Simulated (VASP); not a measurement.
A run of VASP 6.6.1:

File INCAR:

```
  PREC = Accurate
  ENCUT = 520
  EDIFF = 1E-7
  ISMEAR = 0
  SIGMA = 0.15
  LREAL = False
  LASPH = True
  NELM = 80
  ALGO = Normal
  ISIF = 2
  LWAVE = False
  LCHARG = False
  GGA = PS
  NBANDS = 11
```

Contents of KPOINTS:

```
Automatic mesh
0
Gamma
  16 16 16
```

Contents of POSCAR:

```
HCl
1.0
   -0.8655107041      2.3801544363      2.3801544363
    2.3801544363     -0.8655107041      2.3801544363
    2.3801544363      2.3801544363     -0.8655107041
H Cl
1 1
Direct
    0.0000000000      0.0000000000      0.0000000000
    0.5000000000      0.5000000000      0.5000000000
```

Potentials or basis: VASP PAW PBE potentials, release 64 (H, Cl).

Launch:

```console
$ cat potpaw_PBE.64/H/POTCAR potpaw_PBE.64/Cl/POTCAR > POTCAR
$ mpirun -np 1 vasp_std > vasp.out
```

Hardware: 1 thread of Intel(R) Xeon(R) Platinum 8559C (Emerald Rapids), with other jobs on the host.

Problem. Estimate the wall time of this run.

Solution. Wall time 84 s on 1 thread of Intel(R) Xeon(R) Platinum 8559C (Emerald Rapids), on a shared host, peak memory 0.28 GiB. Counts: scf iterations 18, k points 417.
